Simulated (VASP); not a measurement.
# AlN (Pm) in VASP: further runs

Runs on AlN. Level: PBE. Tasks: single point.

Everything below comes from runs of VASP 6.6.1. Logs are shortened: lines on timing, memory, paths and dates and some standing lists are left out, and cuts for length are marked.

## (1) The cell of the first run

Symmetry: Pm, No. 6, monoclinic system. The conventional cell has a = 3.313 Å, b = 4.187 Å, c = 5.739 Å, α = 90.00°, β = 90.00°, γ = 90.00°. Within 2.2 Å of Al (site symmetry m) lie 5 N at 1.67 to 2.15 Å. Al (site symmetry m) has 5 N at 1.91 to 2.09 Å within 2.5 Å. Within 2.5 Å of Al (site symmetry m) lie 5 N at 1.91 to 2.09 Å. Al (site symmetry m) has 5 N at 1.91 to 2.09 Å within 2.5 Å. Within 2.5 Å of N (site symmetry m) lie 5 Al at 1.91 to 2.11 Å. N (site symmetry m) has 5 Al at 1.91 to 2.09 Å within 2.5 Å. Within 2.2 Å of N (site symmetry m) lie 5 Al at 1.67 to 2.09 Å. Within 2.5 Å of N (site symmetry m) lie 5 Al at 1.91 to 2.15 Å.

## (2) Single point, PBE (atom 1 (Al) moved by +0.126 Å along [1 0 0] and +0.252 Å along [1 2 0])

File INCAR:

```
ALGO     = Normal         # electronic algorithm
EDIFF    = 1E-6           # SCF threshold, eV
ENCUT    = 520            # plane-wave cutoff, eV
GGA      = PE             # functional
ISIF     = 2              # what is computed and relaxed
ISMEAR   = 0              # smearing method
LASPH    = T              # aspherical terms in the spheres
LCHARG   = F              # write CHGCAR
LREAL    = F              # projectors in reciprocal space
LWAVE    = F              # write WAVECAR
NBANDS   = 26             # bands
NELM     = 80             # most SCF steps
PREC     = Accurate       # precision mode
SIGMA    = 0.05           # smearing width, eV
```

File KPOINTS:

```
k-points
0
Gamma
  8 6 4
```

File POSCAR:

```
AlN
1.0
   -1.6567491617      2.8695737234      0.0000000000
    0.0000000000      0.0000000000      4.1874629526
    4.9702474850      2.8695737234      0.0000000000
Al N
4 4
Direct
    0.5468503034      0.7500000000      0.2076342848
    0.0000000000      0.7500000000      0.6666666667
    0.0000000000      0.2500000000      0.3333333333
    0.5000000000      0.2500000000      0.8333333333
    0.5000000000      0.2500000000      0.1666666667
    0.0000000000      0.2500000000      0.6666666667
    0.0000000000      0.7500000000      0.3333333333
    0.5000000000      0.7500000000      0.8333333333
```

Potentials or basis: VASP PAW PBE potentials, release 64 (Al, N).

Started as:

```bash
$ cat potpaw_PBE.64/Al/POTCAR potpaw_PBE.64/N/POTCAR > POTCAR
$ mpirun -np 1 vasp_std > vasp.out
```

OUTCAR:

```text
EDIFF = 1E-6
   ENCUT = 520
   GGA = PE
   ISIF = 2
   ISMEAR = 0
   LASPH = T
   LREAL = F
   NELM = 80
   PREC = Accurate

 ion  position               nearest neighbor table
   1  0.547  0.750  0.208-   7 1.67   7 1.95   5 2.11   5 2.11   8 2.15   3 2.68   3 2.68   3 2.86
                             3 2.86   4 3.00   4 3.00   2 3.03   2 3.20
   2  0.000  0.750  0.667-   8 1.91   8 1.91   7 1.91   6 2.09   6 2.09   4 2.84   4 2.84   4 2.84
                             4 2.84   3 2.84   3 2.84   1 3.03   1 3.20
   3  0.000  0.250  0.333-   5 1.91   5 1.91   6 1.91   7 2.09   7 2.09   1 2.68   1 2.68   2 2.84
                             2 2.84   1 2.86   1 2.86   4 3.31   4 3.31   4 3.31   4 3.31
   4  0.500  0.250  0.833-   6 1.91   6 1.91   5 1.91   8 2.09   8 2.09   2 2.84   2 2.84   2 2.84
                             2 2.84   1 3.00   1 3.00   3 3.31   3 3.31   3 3.31   3 3.31
   5  0.500  0.250  0.167-   3 1.91   3 1.91   4 1.91   1 2.11   1 2.11
   6  0.000  0.250  0.667-   4 1.91   4 1.91   3 1.91   2 2.09   2 2.09
   7  0.000  0.750  0.333-   1 1.67   2 1.91   1 1.95   3 2.09   3 2.09
   8  0.500  0.750  0.833-   2 1.91   2 1.91   4 2.09   4 2.09   1 2.15

  LATTYP: Found a simple orthorhombic cell.
 ALAT       =     3.3134983233
 B/A-ratio  =     1.2637588868
 C/A-ratio  =     1.7320508076

  Lattice vectors:

 A1 = (  -1.6567491617,   2.8695737234,   0.0000000000)
 A2 = (   0.0000000000,   0.0000000000,   4.1874629526)
 A3 = (   4.9702474850,   2.8695737234,   0.0000000000)

Analysis of symmetry for initial positions (statically):
=====================================================================
 Subroutine PRICEL returns:
 Original cell was already a primitive cell.

 Routine SETGRP: Setting up the symmetry group for a
 simple orthorhombic supercell.

 Subroutine GETGRP returns: Found  2 space group operations
 (whereof  1 operations were pure point group operations)
 out of a pool of  8 trial point group operations.

The static configuration has the point symmetry C_1 .
 The point group associated with its full space group is C_1h.

Analysis of symmetry for dynamics (positions and initial velocities):
=====================================================================
 Subroutine PRICEL returns:
 Original cell was already a primitive cell.

 Routine SETGRP: Setting up the symmetry group for a
 simple orthorhombic supercell.

 Subroutine GETGRP returns: Found  2 space group operations
 (whereof  1 operations were pure point group operations)
 out of a pool of  8 trial point group operations.

The dynamic configuration has the point symmetry C_1 .
 The point group associated with its full space group is C_1h.

 Subroutine INISYM returns: Found  2 space group operations
 (whereof  1 operations are pure point group operations),
 and found     1 'primitive' translations

----------------------------------------------------------------------------------------

                                     Primitive cell

  volume of cell :      79.6315

  direct lattice vectors                    reciprocal lattice vectors
    -1.656749162  2.869573723  0.000000000    -0.150897919  0.261362862  0.000000000
     0.000000000  0.000000000  4.187462953     0.000000000  0.000000000  0.238808083
     4.970247485  2.869573723  0.000000000     0.150897919  0.087120954  0.000000000

  length of vectors
     3.313498323  4.187462953  5.739147447     0.301795837  0.238808083  0.174241908

  position of ions in fractional coordinates (direct lattice)
     0.546850303  0.750000000  0.207634285
     0.000000000  0.750000000  0.666666667
     0.000000000  0.250000000  0.333333333
     0.500000000  0.250000000  0.833333333
     0.500000000  0.250000000  0.166666667
     0.000000000  0.250000000  0.666666667
     0.000000000  0.750000000  0.333333333
     0.500000000  0.750000000  0.833333333

  ion indices of the primitive-cell ions
   primitive index   ion index
                 1           1
                 2           2
                 3           3
                 4           4
                 5           5
                 6           6
                 7           7
                 8           8

----------------------------------------------------------------------------------------

 KPOINTS: k-points

Automatic generation of k-mesh.
 Grid dimensions read from file:
 generate k-points for:    8    6    4

 Generating k-lattice:

  Cartesian coordinates                     Fractional coordinates (reciprocal lattice)
    -0.018862240  0.032670358  0.000000000     0.125000000  0.000000000  0.000000000
     0.000000000  0.000000000  0.039801347     0.000000000  0.166666667  0.000000000
     0.037724480  0.021780238  0.000000000     0.000000000  0.000000000  0.250000000

  Length of vectors
     0.037724480  0.039801347  0.043560477

  Shift w.r.t. Gamma in fractional coordinates (k-lattice)
     0.000000000  0.000000000  0.000000000

[... 63 lines left out ...]
   IVDW    =     0    specifies the selected vdW correction
   LEPSILON=     F    determine dielectric tensor
   LRPA    =     F    only Hartree local field effects (RPA)
 non-spin polarized calculation
 Gauss-broadening in eV      SIGMA  =   0.05
  energy-cutoff  :      520.00
  volume of cell :       79.63
 maximum number of plane-waves:      2174
 NGX is ok and might be reduce to    28
   NGX = 13   NGY = 15   NGZ = 21

 number of electron      31.9999993 magnetization

 Free energy of the ion-electron system (eV)
  ---------------------------------------------------
  ext. energy  EPLUGINS =         0.00000000
  ---------------------------------------------------
  free energy    TOTEN  =       -57.75692126 eV

  energy without entropy =      -57.75692126  energy(sigma->0) =      -57.75692126

 E-fermi :   8.1691     XC(G=0): -11.1540

 val. band max:        7.9393366581   @ k =   0.0000   0.0000   0.0000
 cond. band min:      10.9363890972   @ k =   0.0000   0.0000   0.0000
 fundamental gap:      2.9970524391
 Fermi energy:         8.1691197841

 k-point     1 :       0.0000    0.0000    0.0000
  band No.  band energies     occupation
      1      -8.9948      2.00000
      2      -7.0391      2.00000
      3      -6.0015      2.00000
      4      -5.0037      2.00000
      5       0.9714      2.00000
      6       1.4314      2.00000
[... 18 lines left out ...]
     25      17.3487      0.00000
     26      18.7166      0.00000

 k-point     2 :       0.1250    0.0000   -0.0000
  band No.  band energies     occupation
      1      -8.8649      2.00000
      2      -6.9335      2.00000
      3      -6.0334      2.00000
      4      -5.0100      2.00000
      5       1.1142      2.00000
      6       1.3932      2.00000
[... 18 lines left out ...]
     25      17.9491      0.00000
     26      18.6195      0.00000

 k-point     3 :       0.2500    0.0000   -0.0000
  band No.  band energies     occupation
      1      -8.4942      2.00000
      2      -6.6424      2.00000
      3      -6.1742      2.00000
      4      -5.0620      2.00000
      5       1.2104      2.00000
      6       1.5304      2.00000
[... 18 lines left out ...]
     25      17.5515      0.00000
     26      18.1949      0.00000

 k-point     4 :       0.3750    0.0000   -0.0000
  band No.  band energies     occupation
      1      -7.9573      2.00000
      2      -6.5358      2.00000
      3      -6.2114      2.00000
      4      -5.2203      2.00000
      5       1.1115      2.00000
      6       2.1701      2.00000
[... 18 lines left out ...]
     25      17.7053      0.00000
     26      18.6476      0.00000
[... 496 lines left out ...]
      1      -8.7291      2.00000
      2      -7.3361      2.00000
      3      -5.8192      2.00000
      4      -4.9569      2.00000
      5       1.2732      2.00000
      6       1.7565      2.00000
[... 18 lines left out ...]
     25      17.6414      0.00000
     26      18.0358      0.00000

 k-point    23 :       0.1250    0.0000   -0.2500
  band No.  band energies     occupation
      1      -8.7322      2.00000
      2      -7.3260      2.00000
      3      -5.8295      2.00000
      4      -4.9555      2.00000
      5       1.2689      2.00000
      6       1.7905      2.00000
[... 18 lines left out ...]
     25      17.6651      0.00000
     26      18.1135      0.00000

 k-point    24 :       0.2500    0.0000    0.2500
  band No.  band energies     occupation
      1      -8.3708      2.00000
      2      -7.0595      2.00000
      3      -5.9086      2.00000
      4      -5.0463      2.00000
      5       1.4890      2.00000
      6       1.6824      2.00000
[... 18 lines left out ...]
     25      17.6851      0.00000
     26      18.0175      0.00000

 [... further k-points ...]
[... 5 lines left out ...]
  --------------------------------------------------------------------------------------
  -------------------------------------------------------------------------------------
  Total       -1.5225398      6.5988273      0.0536840     -1.1458210      0.0000000      0.0000000
  in kB      -30.6333247    132.7676376      1.0801154    -23.0537844      0.0000000      0.0000000
  external PRESSURE =      34.4048094 kB  Pullay stress =       0.0000000 kB

 VOLUME and BASIS-vectors are now :
 -----------------------------------------------------------------------------
  energy-cutoff  :      520.00
  volume of cell :       79.63
      direct lattice vectors                 reciprocal lattice vectors
    -1.656749162  2.869573723  0.000000000    -0.150897919  0.261362862  0.000000000
     0.000000000  0.000000000  4.187462953     0.000000000  0.000000000  0.238808083
     4.970247485  2.869573723  0.000000000     0.150897919  0.087120954  0.000000000

 POSITION                                       TOTAL-FORCE (eV/Angst)
 -----------------------------------------------------------------------------------
      0.12600      2.16505      3.14060        -1.496359     -6.814681      0.000000
      3.31350      1.91305      3.14060         0.958338      0.639353      0.000000
      1.65675      0.95652      1.04687        -0.163960      0.406249      0.000000
      3.31350      3.82610      1.04687         0.225556      0.065107      0.000000
      0.00000      1.91305      1.04687         0.710018      0.765025      0.000000
      3.31350      1.91305      1.04687        -0.423203     -0.222122      0.000000
      1.65675      0.95652      3.14060        -0.144523      4.721329      0.000000
      3.31350      3.82610      3.14060         0.334132      0.439739      0.000000
 -----------------------------------------------------------------------------------
    total drift:                               -0.000025     -0.000172      0.000000

  FREE ENERGIE OF THE ION-ELECTRON SYSTEM (eV)
  ---------------------------------------------------
  free  energy   TOTEN  =       -57.7569212640 eV

  energy  without entropy=      -57.7569212640  energy(sigma->0) =      -57.75692126
```

It took 2.4 min on 1 thread of Intel Xeon Platinum 8259CL at 2.50GHz (Skylake/Cascade Lake), shared host; peak memory 0.26 GiB.

Results:

| Quantity | Value |
| --- | --- |
| Free energy | -57.7569 eV |
| Pressure | 3.4 GPa |
| Largest force | 6.977 eV/Å |
| Band gap on the k mesh | 3.00 eV |

Forces on the atoms (eV/Å):
```
Al  -1.496 -6.815  0.000
Al   0.958  0.639  0.000
Al  -0.164  0.406  0.000
Al   0.226  0.065  0.000
N    0.710  0.765  0.000
N   -0.423 -0.222  0.000
N   -0.145  4.721  0.000
N    0.334  0.440  0.000
```

Stress tensor (GPa, compression positive):
```
-3.06 -2.31  0.00
-2.31 13.28  0.00
 0.00  0.00  0.11
```

Levels at points of the mesh, in eV from the valence-band top:
| k point | band 12 | band 13 | band 14 | band 15 | band 16 | band 17 | band 18 | band 19 | band 20 | band 21 |
| --- | --- | --- | --- | --- | --- | --- | --- | --- | --- | --- |
| (0.00, 0.00, 0.00) | -2.77 | -2.08 | -1.47 | -1.15 | 0.00 | 3.00 | 3.87 | 4.41 | 6.98 | 7.06 |
| (0.50, 0.00, 0.00) | -3.74 | -2.89 | -2.47 | -2.20 | -1.89 | 5.27 | 5.50 | 6.09 | 6.26 | 7.32 |
| (0.00, 0.50, 0.00) | -2.47 | -2.40 | -2.19 | -1.72 | -1.56 | 4.76 | 5.07 | 5.61 | 5.86 | 8.24 |
| (0.50, 0.50, 0.00) | -4.18 | -1.45 | -1.05 | -0.91 | -0.73 | 5.60 | 5.65 | 6.37 | 6.49 | 8.58 |
| (0.00, 0.00, 0.50) | -2.84 | -1.98 | -1.36 | -1.08 | -0.81 | 4.40 | 4.98 | 5.98 | 6.07 | 7.35 |
| (0.50, 0.00, 0.50) | -4.08 | -3.07 | -2.73 | -1.55 | -1.18 | 3.47 | 4.13 | 6.59 | 6.83 | 7.15 |
| (0.00, 0.50, 0.50) | -2.32 | -2.22 | -2.09 | -1.61 | -1.51 | 4.74 | 5.25 | 5.49 | 5.97 | 8.62 |
| (0.50, 0.50, 0.50) | -2.95 | -2.16 | -1.76 | -1.46 | -1.39 | 4.47 | 4.71 | 5.21 | 5.43 | 8.97 |

Caveat: the cell differs from its parent crystal (atom 1 (Al) moved by +0.126 Å along [1 0 0] and +0.252 Å along [1 2 0]); the cell stands under pressure; forces of over 1 eV/Å act on the atoms, so gaps and moduli don't describe the material at rest. A k mesh can miss the band edges.

## (3) Single point, PBE (atom 1 (Al) moved by -0.126 Å along [1 0 0] and +0.504 Å along [1 2 0])

File INCAR:

```
PREC = Accurate ; ENCUT = 520
EDIFF = 1E-7 ; ISMEAR = 0
SIGMA = 0.05 ; LREAL = F
LASPH = T ; NELM = 60
ALGO = Normal ; ISIF = 2
LWAVE = F ; LCHARG = F
GGA = PE ; NBANDS = 26
```

File KPOINTS:

```
Automatic mesh
0
Gamma
  8 6 4
```

POSCAR: that of step 2 with these lines changed.

```diff
@@ -8,3 +8,3 @@
 Direct
-    0.5468503034      0.7500000000      0.2076342848
+    0.6507400200      0.7500000000      0.1915624897
     0.0000000000      0.7500000000      0.6666666667
```

Potentials or basis: VASP PAW PBE potentials, release 64 (Al, N).

Started as:

```bash
$ cat potpaw_PBE.64/Al/POTCAR potpaw_PBE.64/N/POTCAR > POTCAR
$ mpirun -np 1 vasp_std > vasp.out
```

Run time: 2.4 min. Hardware: 1 thread of Intel Xeon Platinum 8259CL at 2.50GHz (Skylake/Cascade Lake), shared host; peak memory 0.25 GiB.

It converged, with:

| Item | Value |
| --- | --- |
| Free energy | -54.3328 eV |
| Pressure | 17.6 GPa |
| Largest force | 24.793 eV/Å |
| Band gap on the k mesh | 3.05 eV |

Forces in eV/Å, atoms in the order of the input:
```
Al   -1.868 -24.723   0.000
Al    0.295   0.450   0.000
Al   -0.197   1.260   0.000
Al    0.271  -0.059   0.000
N    -0.002   1.228   0.000
N    -0.364  -0.176   0.000
N     1.673  21.073   0.000
N     0.191   0.946   0.000
```

Stress tensor (GPa, compression positive):
```
-3.48  5.68  0.00
 5.68 55.17  0.00
 0.00  0.00  0.99
```

Levels at points of the mesh, in eV from the valence-band top:
```csv
k point,band 12,band 13,band 14,band 15,band 16,band 17,band 18,band 19,band 20,band 21
"(0.00, 0.00, 0.00)",-2.71,-1.80,-1.49,-1.17,0.00,3.05,3.69,4.38,6.67,6.94
"(0.50, 0.00, 0.00)",-3.46,-2.99,-2.26,-2.24,-1.77,5.40,5.73,6.03,6.20,7.10
"(0.00, 0.50, 0.00)",-2.41,-2.35,-2.08,-1.77,-1.47,4.96,5.08,5.43,5.69,8.19
"(0.50, 0.50, 0.00)",-3.90,-1.52,-1.00,-0.73,-0.71,5.36,6.07,6.17,6.58,8.45
"(0.00, 0.00, 0.50)",-2.83,-1.58,-1.34,-1.12,-0.79,4.53,4.66,5.62,5.98,7.37
"(0.50, 0.00, 0.50)",-3.93,-3.16,-2.48,-1.64,-1.03,3.88,3.99,6.57,7.04,7.26
"(0.00, 0.50, 0.50)",-2.45,-2.25,-2.09,-1.59,-1.42,5.11,5.32,5.36,5.51,8.00
"(0.50, 0.50, 0.50)",-2.69,-2.24,-1.55,-1.42,-1.38,4.75,4.97,5.12,5.28,8.65
```

Caveat: the cell differs from its parent crystal (atom 1 (Al) moved by -0.126 Å along [1 0 0] and +0.504 Å along [1 2 0]); the cell stands under pressure; forces of over 1 eV/Å act on the atoms, so gaps and moduli don't describe the material at rest.

## (4) Single point, PBE (atom 1 (Al) moved by -0.504 Å along [1 0 0] and -0.126 Å along [1 2 0])

File INCAR:

```
SYSTEM = AlN
ALGO = Normal
EDIFF = 1E-7
ENCUT = 520
GGA = PE
ISIF = 2
ISMEAR = 0
LASPH = .TRUE.
LCHARG = .TRUE.
LELF = .TRUE.
LREAL = .FALSE.
LVHAR = .TRUE.
LWAVE = .FALSE.
NBANDS = 26
NELM = 100
PREC = Accurate
SIGMA = 0.05
```

File KPOINTS:

```
k-points
0
G
  8 6 4
  0 0 0
```

POSCAR: that of step 3 with these lines changed.

```diff
@@ -8,3 +8,3 @@
 Direct
-    0.6507400200      0.7500000000      0.1915624897
+    0.5431208304      0.7500000000      0.0796368756
     0.0000000000      0.7500000000      0.6666666667
```

Started as:

```bash
$ cat potpaw_PBE.64/Al/POTCAR potpaw_PBE.64/N/POTCAR > POTCAR
$ mpirun -np 1 vasp_std > vasp.out
```

Wall time 2.5 min (1 thread of Intel Xeon Platinum 8259CL at 2.50GHz (Skylake/Cascade Lake), shared host); peak memory 0.25 GiB.

It converged, with:

```
Free energy            : -53.7979 eV
Pressure               : 17.4 GPa
Largest force          : 26.659 eV/Å
Band gap on the k mesh : 2.02 eV (least direct gap 2.07 eV)
```

Forces in eV/Å, atoms in the order of the input:
```
Al   22.366  14.508   0.000
Al   -2.528  -1.322   0.000
Al   -0.624  -0.201   0.000
Al   -0.315  -0.432   0.000
N    -2.146  -0.836   0.000
N     0.982   0.589   0.000
N    -1.154  -0.729   0.000
N   -16.581 -11.578   0.000
```

Stress tensor (GPa, compression positive):
```
34.44 26.07  0.00
26.07 16.71  0.00
 0.00  0.00  1.18
```

Levels at points of the mesh, in eV from the valence-band top:
| k point | band 14 | band 15 | band 16 | band 17 | band 18 | band 19 |
| --- | --- | --- | --- | --- | --- | --- |
| (0.00, 0.00, 0.00) | -2.01 | -0.19 | -0.06 | 2.02 | 3.33 | 4.38 |
| (0.50, 0.00, 0.00) | -2.26 | -2.21 | -2.08 | 4.62 | 4.67 | 5.46 |
| (0.00, 0.50, 0.00) | -1.72 | -1.49 | -0.68 | 3.26 | 4.48 | 5.22 |
| (0.50, 0.50, 0.00) | -1.69 | -0.58 | -0.55 | 4.92 | 5.14 | 5.92 |
| (0.00, 0.00, 0.50) | -2.31 | -0.73 | 0.00 | 3.09 | 4.67 | 5.44 |
| (0.50, 0.00, 0.50) | -2.47 | -1.75 | -1.44 | 2.96 | 3.84 | 5.78 |
| (0.00, 0.50, 0.50) | -1.50 | -1.43 | -0.76 | 3.07 | 4.61 | 5.00 |
| (0.50, 0.50, 0.50) | -2.34 | -1.28 | -0.93 | 4.03 | 4.18 | 5.00 |

Caveat: the cell differs from its parent crystal (atom 1 (Al) moved by -0.504 Å along [1 0 0] and -0.126 Å along [1 2 0]); the cell stands under pressure; forces of over 1 eV/Å act on the atoms, so gaps and moduli don't describe the material at rest. A k mesh can miss the band edges.

## (5) Overview

| cell | gap on the mesh (eV) | pressure (GPa) | largest force (eV/Å) |
| --- | --- | --- | --- |
| as given, atomic positions A | 3.00 | 3.4 | 6.98 |
| as given, atomic positions B | 3.05 | 17.6 | 24.79 |
| as given, atomic positions C | 2.02 | 17.4 | 26.66 |

Alike in all rows: task single point; level PBE; potentials or basis VASP PAW PBE potentials, release 64 (Al, N); no spin polarisation; k mesh 8 × 6 × 4; cutoff (eV) 520; smearing gaussian 0.05 eV.

Caveats: the cell stands under pressure; forces of over 1 eV/Å act on the atoms, so gaps and moduli don't describe the material at rest.

Total energies depend on the potentials used, so only differences within one code and one set of settings carry meaning.
